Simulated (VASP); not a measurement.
Mg:

```
CELL_PARAMETERS angstrom
6.41860 0.00000 0.00000
-3.20930 5.55867 0.00000
0.00000 0.00000 10.42060
ATOMIC_POSITIONS crystal
Mg 0.16667 0.33333 0.12500
Mg 0.16667 0.33333 0.62500
Mg 0.16667 0.83333 0.12500
Mg 0.16667 0.83333 0.62500
Mg 0.66667 0.33333 0.12500
Mg 0.66667 0.33333 0.62500
Mg 0.66667 0.83333 0.12500
Mg 0.66667 0.83333 0.62500
Mg 0.33333 0.16667 0.37500
Mg 0.33333 0.16667 0.87500
Mg 0.33333 0.66667 0.37500
Mg 0.33333 0.66667 0.87500
Mg 0.83333 0.16667 0.37500
Mg 0.83333 0.16667 0.87500
Mg 0.83333 0.66667 0.37500
Mg 0.83333 0.66667 0.87500
```

Base run:

| Item | Value |
| --- | --- |
| Program | VASP 6.6.1 |
| Functional | LDA |
| Potentials or basis | VASP PAW LDA potentials, release 64 (Mg) |
| Cutoff | 520 eV |
| k mesh | 6 × 6 × 4 |
| Occupations | fermi-dirac, width 0.05 eV |
| Spin | no spin polarisation |

Its results: band gap on the k mesh zero (bands 16 and 17 overlap by 1.60 eV); pressure -2.8 GPa.

Q: The run is repeated on the same cell with these changes: functional from LDA to PBEsol; potentials or basis from VASP PAW LDA potentials, release 64 (Mg) to VASP PAW PBE potentials, release 64 (Mg). What comes out?

A: Band gap on the k mesh zero (bands 16 and 17 overlap by 1.61 eV); pressure -1.2 GPa.

Caveats: the PAW data sets were made with another functional, which shifts forces and pressure a little (at least some runs).
